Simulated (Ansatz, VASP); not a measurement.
**BeTe: VASP beside Ansatz**

Contents of INCAR:

```
ALGO = Normal
EDIFF = 1E-6
ENCUT = 600
GGA = RE
GGA_COMPAT = False
ISIF = 2
ISMEAR = 0
LASPH = True
LCHARG = True
LELF = True
LREAL = False
LVHAR = True
LWAVE = False
NBANDS = 11
NELM = 120
PREC = Accurate
SIGMA = 0.05
```

File KPOINTS:

```
k-points
0
Gamma
  8 8 8
```

File POSCAR:

```
BeTe
1.0
    0.0000000000      2.8332656410      2.8332656410
    2.8332656410      0.0000000000      2.8332656410
    2.8332656410      2.8332656410      0.0000000000
Be Te
1 1
Direct
    0.0000000000      0.0000000000      0.0000000000
    0.7500000000      0.7500000000      0.7500000000
```

Input for Ansatz:

```yaml
crystal:
  lattice:
    - [0.0, 2.833265641, 2.833265641]
    - [2.833265641, 0.0, 2.833265641]
    - [2.833265641, 2.833265641, 0.0]
  atoms:
    - { symbol: Be, position: [0.0, 0.0, 0.0] }
    - { symbol: Te, position: [0.75, 0.75, 0.75] }
basis:
  ecutwfc: 420
  ecutrho_ratio: 4
kpoints:
  mp_grid: { grid: [8, 8, 8] }
hamiltonian:
  xc: revpbe
scf:
  occupations: { method: gaussian, width: 0.05 }
output:
  forces: true
  stress: true
  eigenvalues: true
```

Alike in both runs: task single point; functional revPBE; k mesh 8 × 8 × 8; occupations gaussian, width 0.05 eV; no spin polarisation.

|  | VASP | Ansatz |
| --- | --- | --- |
| version | VASP 6.6.1 | Ansatz 0.2.0 |
| potentials or method | VASP PAW PBE potentials, release 64 (Be, Te), cutoff 600 eV | scalar-relativistic, plane waves, PAW |
| valence electrons in the cell | 8 | 18 |

VASP gave:

- gap on the k mesh at the Fermi level (eV): 2.09
- least direct gap on the mesh (eV): 3.65
- pressure (GPa): 1.2

Q: Estimate Ansatz's values.

A: gap on the k mesh at the Fermi level (eV): 2.10; least direct gap on the mesh (eV): 3.67; pressure (GPa): 1.1.

VASP's potentials were made for PBE, not for revPBE. With one functional, cell and mesh, what is left measures potentials, basis and numerics. VASP's potentials hold 8 valence electrons a cell and Ansatz's 18, so a difference there can come from the potentials and not from the codes.

Spin-orbit coupling is off throughout.
